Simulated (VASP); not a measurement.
# InGaN (P4/mmm) in VASP: a series of runs

InGaN is run at these levels: PBE; tasks: single point, relaxation of cell and atoms.

All numbers are computed with VASP 6.6.1; they aren't measurements. Logs are shortened: lines on timing, memory, paths and dates and some standing lists are left out, and cuts for length are marked.

## (1) The cell of the first run

It takes space group P4/mmm (No. 123, tetragonal). The conventional cell has a = 2.949 Å, b = 2.949 Å, c = 5.810 Å, α = 90.00°, β = 90.00°, γ = 90.00°. Within 3.8 Å of In (site symmetry 4/mmm) lie 2 N at 2.91 Å and 4 In at 2.95 Å and 8 Ga at 3.58 Å. Ga (site symmetry 4/mmm) has 4 N at 2.09 Å within 2.8 Å. Within 2.8 Å of N (site symmetry 4/mmm) lie 4 Ga at 2.09 Å.

## (2) Single point, PBE

Contents of INCAR:

```
SYSTEM = InGaN
  ALGO = Normal
  EDIFF = 1E-6
  ENCUT = 520
  GGA = PE
  ISIF = 2
  ISMEAR = 0
  LASPH = .TRUE.
  LCHARG = .FALSE.
  LREAL = .FALSE.
  LWAVE = .FALSE.
  NBANDS = 22
  NELM = 60
  PREC = Accurate
  SIGMA = 0.1
```

Contents of KPOINTS:

```
k-points
0
G
  16 16 8
  0 0 0
```

Contents of POSCAR:

```
InGaN
1.0
    2.9491536517      0.0000000000      0.0000000000
    0.0000000000      2.9491536517      0.0000000000
    0.0000000000      0.0000000000      5.8101353552
In Ga N
1 1 1
Direct
    0.0000000000      0.0000000000      0.5000000000
    0.5000000000      0.5000000000      0.0000000000
    0.0000000000      0.0000000000      0.0000000000
```

Potentials or basis: VASP PAW PBE potentials, release 64 (In_d, Ga_d, N).

On the command line:

```sh
$ cat potpaw_PBE.64/In_d/POTCAR potpaw_PBE.64/Ga_d/POTCAR potpaw_PBE.64/N/POTCAR > POTCAR
$ mpirun -np 1 vasp_std > vasp.out
```

OUTCAR:

```text
SYSTEM = InGaN
   EDIFF = 1E-6
   ENCUT = 520
   GGA = PE
   ISIF = 2
   ISMEAR = 0
   LASPH = .TRUE.
   LREAL = .FALSE.
   NELM = 60
   PREC = Accurate

 ion  position               nearest neighbor table
   1  0.000  0.000  0.500-
   2  0.500  0.500  0.000-   3 2.09   3 2.09   3 2.09   3 2.09
   3  0.000  0.000  0.000-   2 2.09   2 2.09   2 2.09   2 2.09

  LATTYP: Found a simple tetragonal cell.
 ALAT       =     2.9491536517
 C/A-ratio  =     1.9701026265

  Lattice vectors:

 A1 = (   2.9491536517,   0.0000000000,   0.0000000000)
 A2 = (   0.0000000000,   2.9491536517,   0.0000000000)
 A3 = (   0.0000000000,   0.0000000000,   5.8101353552)

Analysis of symmetry for initial positions (statically):
=====================================================================
 Subroutine PRICEL returns:
 Original cell was already a primitive cell.

 Routine SETGRP: Setting up the symmetry group for a
 simple tetragonal supercell.

 Subroutine GETGRP returns: Found 16 space group operations
 (whereof 16 operations were pure point group operations)
 out of a pool of 16 trial point group operations.

The static configuration has the point symmetry D_4h.

Analysis of symmetry for dynamics (positions and initial velocities):
=====================================================================
 Subroutine PRICEL returns:
 Original cell was already a primitive cell.

 Routine SETGRP: Setting up the symmetry group for a
 simple tetragonal supercell.

 Subroutine GETGRP returns: Found 16 space group operations
 (whereof 16 operations were pure point group operations)
 out of a pool of 16 trial point group operations.

The dynamic configuration has the point symmetry D_4h.

 Subroutine INISYM returns: Found 16 space group operations
 (whereof 16 operations are pure point group operations),
 and found     1 'primitive' translations

----------------------------------------------------------------------------------------

                                     Primitive cell

  volume of cell :      50.5337

  direct lattice vectors                    reciprocal lattice vectors
     2.949153652  0.000000000  0.000000000     0.339080332  0.000000000  0.000000000
     0.000000000  2.949153652  0.000000000     0.000000000  0.339080332  0.000000000
     0.000000000  0.000000000  5.810135355     0.000000000  0.000000000  0.172113030

  length of vectors
     2.949153652  2.949153652  5.810135355     0.339080332  0.339080332  0.172113030

  position of ions in fractional coordinates (direct lattice)
     0.000000000  0.000000000  0.500000000
     0.500000000  0.500000000  0.000000000
     0.000000000  0.000000000  0.000000000

  ion indices of the primitive-cell ions
   primitive index   ion index
                 1           1
                 2           2
                 3           3

----------------------------------------------------------------------------------------

 KPOINTS: k-points

Automatic generation of k-mesh.
 Grid dimensions read from file:
 generate k-points for:   16   16    8

 Generating k-lattice:

  Cartesian coordinates                     Fractional coordinates (reciprocal lattice)
     0.021192521  0.000000000  0.000000000     0.062500000  0.000000000  0.000000000
     0.000000000  0.021192521  0.000000000     0.000000000  0.062500000  0.000000000
     0.000000000  0.000000000  0.021514129     0.000000000  0.000000000  0.125000000

  Length of vectors
     0.021192521  0.021192521  0.021514129

  Shift w.r.t. Gamma in fractional coordinates (k-lattice)
     0.000000000  0.000000000  0.000000000

 Subroutine IBZKPT returns following result:
 ===========================================

 Found    225 irreducible k-points:

 Following reciprocal coordinates:
            Coordinates               Weight
  0.000000  0.000000  0.000000      1.000000
  0.062500  0.000000  0.000000      4.000000
  0.125000  0.000000  0.000000      4.000000
  0.187500  0.000000  0.000000      4.000000
  0.250000  0.000000  0.000000      4.000000
  0.312500  0.000000  0.000000      4.000000
[... 16 lines left out ...]
  0.437500  0.125000  0.000000      8.000000
  0.500000  0.125000  0.000000      4.000000
 [... further k-points ...]
   k-points           NKPTS =    225   k-points in BZ     NKDIM =    225   number of bands    NBANDS=     22
   number of dos      NEDOS =    301   number of ions     NIONS =      3
   total plane-waves  NPLWV =  27648
   dimension x,y,z NGX =    24 NGY =   24 NGZ =   48
   dimension x,y,z NGXF=    48 NGYF=   48 NGZF=   96
   ions per type =               1   1   1
   NGX,Y,Z   is equivalent  to a cutoff of  13.53, 13.53, 13.73 a.u.
   NGXF,Y,Z  is equivalent  to a cutoff of  27.06, 27.06, 27.47 a.u.
 SYSTEM =  InGaN
   PREC   = accura    normal or accurate (medium, high low for compatibility)
   ISTART =      0    job   : 0-new  1-cont  2-samecut
   ICHARG =      2    charge: 1-file 2-atom 10-const
   ISPIN  =      1    spin polarized calculation?
   LNONCOLLINEAR =      F non collinear calculations
   LSORBIT =      F    spin-orbit coupling
   LASPH  =      T    aspherical Exc in radial PAW
   ENCUT  =  520.0 eV  38.22 Ry    6.18 a.u.   5.48  5.48 10.80*2*pi/ulx,y,z
   NELM   =     60;   NELMIN=  2; NELMDL= -5     # of ELM steps
   EDIFF  = 0.1E-05   stopping-criterion for ELM
   LREAL  =      F    real-space projection
   EDIFFG = 0.1E-04   stopping-criterion for IOM
   NSW    =      0    number of steps for IOM
   IBRION =     -1    ionic relax: 0-MD 1-quasi-New 2-CG
   NFREE  =      0    steps in history (QN), initial steepest desc. (CG)
   ISIF   =      2    stress and relaxation
   ISYM   =      2    0-nonsym 1-usesym 2-fastsym
   POTIM  = 0.5000    time-step for ionic-motion
   TEBEG  =    0.0;   TEEND  =   0.0 temperature during run
   PSTRESS=    0.0 pullay stress
   NELECT =      31.0000    total number of electrons
   NUPDOWN=      -1.0000    fix difference up-down
   EMIN   =  10.00;   EMAX   =-10.00  energy-range for DOS
   EFERMI =   0.00;   METHOD = LEGACY
   ISMEAR =     0;   SIGMA  =   0.10  broadening in eV -4-tet -1-fermi 0-gaus
   EFERMI_NEDOS =   21; number of points for ismear=-14 and -15
   IALGO  =     38    algorithm
   IMIX   =      4    mixing-type and parameters
     AMIX     =   0.40;   BMIX     =  1.00
     AMIX_MAG =   1.60;   BMIX_MAG =  1.00
  volume/ion in A,a.u.               =      16.84       113.67
  Fermi-wavevector in a.u.,A,eV,Ry     =   1.391025  2.628657 26.326614  1.934952
  Thomas-Fermi vector in A             =   2.514904
   LORBIT       =      0    0 simple, 1 ext, 2 COOP (PROOUT), +10 PAW based schemes
   GGA     = PE    functional components
   LHFCALC =     F    Hartree Fock is set to
   AEXX    =    0.0000 exact exchange contribution
   IVDW    =     0    specifies the selected vdW correction
   LEPSILON=     F    determine dielectric tensor
   LRPA    =     F    only Hartree local field effects (RPA)
 non-spin polarized calculation
 Gauss-broadening in eV      SIGMA  =   0.10
  energy-cutoff  :      520.00
  volume of cell :       50.53
 maximum number of plane-waves:      1389
 NGX is ok and might be reduce to    24
   NGX = 11   NGY = 11   NGZ = 21

 number of electron      30.9999984 magnetization

 Free energy of the ion-electron system (eV)
  ---------------------------------------------------
  ext. energy  EPLUGINS =         0.00000000
  ---------------------------------------------------
  free energy    TOTEN  =       -12.84594106 eV

  energy without entropy =      -12.84191912  energy(sigma->0) =      -12.84393009

 E-fermi :   6.8732     XC(G=0): -10.8432

 val. band max:        6.8664715352   @ k =   0.5000   0.4375   0.3750
 cond. band min:       6.8819397702   @ k =   0.5000   0.3750   0.1250
 fundamental gap:      0.0154682350
 Fermi energy:         6.8732220634

 k-point     1 :       0.0000    0.0000    0.0000
  band No.  band energies     occupation
      1      -9.8618      2.00000
      2      -8.2608      2.00000
      3      -8.2120      2.00000
      4      -8.1323      2.00000
      5      -8.1323      2.00000
      6      -7.9765      2.00000
[... 14 lines left out ...]
     21      16.1628      0.00000
     22      17.4507      0.00000

 k-point     2 :       0.0625    0.0000    0.0000
  band No.  band energies     occupation
      1      -9.8190      2.00000
      2      -8.2455      2.00000
      3      -8.2037      2.00000
      4      -8.1376      2.00000
      5      -8.1318      2.00000
      6      -7.9800      2.00000
[... 14 lines left out ...]
     21      16.5576      0.00000
     22      17.6083      0.00000

 k-point     3 :       0.1250    0.0000    0.0000
  band No.  band energies     occupation
      1      -9.6935      2.00000
      2      -8.2126      2.00000
      3      -8.1748      2.00000
      4      -8.1525      2.00000
      5      -8.1303      2.00000
      6      -8.0067      2.00000
[... 14 lines left out ...]
     21      16.6467      0.00000
     22      17.9016      0.00000

 k-point     4 :       0.1875    0.0000    0.0000
  band No.  band energies     occupation
      1      -9.4942      2.00000
      2      -8.1809      2.00000
      3      -8.1747      2.00000
      4      -8.1303      2.00000
      5      -8.1280      2.00000
      6      -8.0461      2.00000
[... 14 lines left out ...]
     21      16.6215      0.00000
     22      18.1791      0.00000

 k-point     5 :       0.2500    0.0000    0.0000
  band No.  band energies     occupation
      1      -9.2383      2.00000
      2      -8.2004      2.00000
      3      -8.1490      2.00000
      4      -8.1253      2.00000
      5      -8.0926      2.00000
      6      -8.0918      2.00000
[... 14 lines left out ...]
     21      16.9509      0.00000
     22      18.4597      0.00000

 k-point     6 :       0.3125    0.0000    0.0000
  band No.  band energies     occupation
      1      -8.9535      2.00000
      2      -8.2259      2.00000
      3      -8.1368      2.00000
      4      -8.1227      2.00000
      5      -8.1181      2.00000
      6      -8.0669      2.00000
[... 14 lines left out ...]
     21      16.9472      0.00000
     22      18.8464      0.00000

 k-point     7 :       0.3750    0.0000    0.0000
  band No.  band energies     occupation
      1      -8.6815      2.00000
      2      -8.2473      2.00000
      3      -8.1743      2.00000
      4      -8.1204      2.00000
      5      -8.0944      2.00000
      6      -8.0465      2.00000
[... 324 lines left out ...]
      6      -7.9799      2.00000
[... 14 lines left out ...]
     21      15.7702      0.00000
     22      17.3142      0.00000

 k-point    21 :       0.3125    0.1250    0.0000
  band No.  band energies     occupation
      1      -8.9693      2.00000
      2      -8.2624      2.00000
      3      -8.2221      2.00000
      4      -8.1412      2.00000
      5      -8.0747      2.00000
      6      -7.9506      2.00000
[... 14 lines left out ...]
     21      15.2874      0.00000
     22      17.5972      0.00000

 k-point    22 :       0.3750    0.1250    0.0000
  band No.  band energies     occupation
      1      -8.7941      2.00000
      2      -8.3119      2.00000
      3      -8.2427      2.00000
      4      -8.1391      2.00000
      5      -8.0362      2.00000
      6      -7.9332      2.00000
[... 14 lines left out ...]
     21      15.8476      0.00000
     22      17.4017      0.00000

 k-point    23 :       0.4375    0.1250    0.0000
  band No.  band energies     occupation
      1      -8.6795      2.00000
      2      -8.3466      2.00000
      3      -8.2564      2.00000
      4      -8.1379      2.00000
      5      -8.0076      2.00000
      6      -7.9235      2.00000
[... 14 lines left out ...]
     21      16.3754      0.00000
     22      17.3411      0.00000

 k-point    24 :       0.5000    0.1250    0.0000
  band No.  band energies     occupation
      1      -8.6395      2.00000
      2      -8.3599      2.00000
      3      -8.2612      2.00000
      4      -8.1375      2.00000
      5      -7.9969      2.00000
      6      -7.9204      2.00000
[... 14 lines left out ...]
     21      16.5356      0.00000
     22      17.4743      0.00000

 [... further k-points ...]
[... 5 lines left out ...]
  --------------------------------------------------------------------------------------
  -------------------------------------------------------------------------------------
  Total        0.0899184      0.0899184     -0.0150452      0.0000000     -0.0000000     -0.0000000
  in kB        2.8508737      2.8508737     -0.4770104      0.0000000     -0.0000000     -0.0000000
  external PRESSURE =       1.7415790 kB  Pullay stress =       0.0000000 kB

 VOLUME and BASIS-vectors are now :
 -----------------------------------------------------------------------------
  energy-cutoff  :      520.00
  volume of cell :       50.53
      direct lattice vectors                 reciprocal lattice vectors
     2.949153652  0.000000000  0.000000000     0.339080332  0.000000000  0.000000000
     0.000000000  2.949153652  0.000000000     0.000000000  0.339080332  0.000000000
     0.000000000  0.000000000  5.810135355     0.000000000  0.000000000  0.172113030

 POSITION                                       TOTAL-FORCE (eV/Angst)
 -----------------------------------------------------------------------------------
      0.00000      0.00000      2.90507         0.000000      0.000000      0.000000
      1.47458      1.47458      0.00000         0.000000      0.000000      0.000000
      0.00000      0.00000      0.00000         0.000000      0.000000      0.000000
 -----------------------------------------------------------------------------------
    total drift:                                0.000000     -0.000000     -0.000000

  FREE ENERGIE OF THE ION-ELECTRON SYSTEM (eV)
  ---------------------------------------------------
  free  energy   TOTEN  =       -12.8459410641 eV

  energy  without entropy=      -12.8419191163  energy(sigma->0) =      -12.84393009
```

Run time: 3 min. Hardware: 1 thread of Intel Xeon 6975P-C (Granite Rapids), shared host; peak memory 0.38 GiB.

Results:

- Free energy: -12.8459 eV
- Pressure: 0.2 GPa

Stress tensor (GPa, compression positive):
```
 0.29  0.00  0.00
 0.00  0.29  0.00
 0.00  0.00 -0.05
```

Levels at points of the mesh, in eV from the Fermi level:
```
           k point  band 14  band 15  band 16  band 17  band 18  band 19
(0.00, 0.00, 0.00)    -2.52    -2.52    -0.09     2.00     8.05     9.10
(0.50, 0.00, 0.00)    -3.02    -2.36    -0.86     0.71     4.75     5.56
(0.50, 0.50, 0.00)    -2.06    -2.03     0.64     0.64     1.08     3.67
(0.00, 0.00, 0.50)    -2.51    -2.51    -2.08     2.19     5.45     8.91
(0.50, 0.00, 0.50)    -3.35    -0.85    -0.62     2.25     3.64     4.02
(0.50, 0.50, 0.50)    -2.30    -2.01     0.26     0.26     2.34     2.71
```

Caveat: spin-orbit coupling is left out, which moves the levels of the heavy elements.

[end of part 1 of 2]
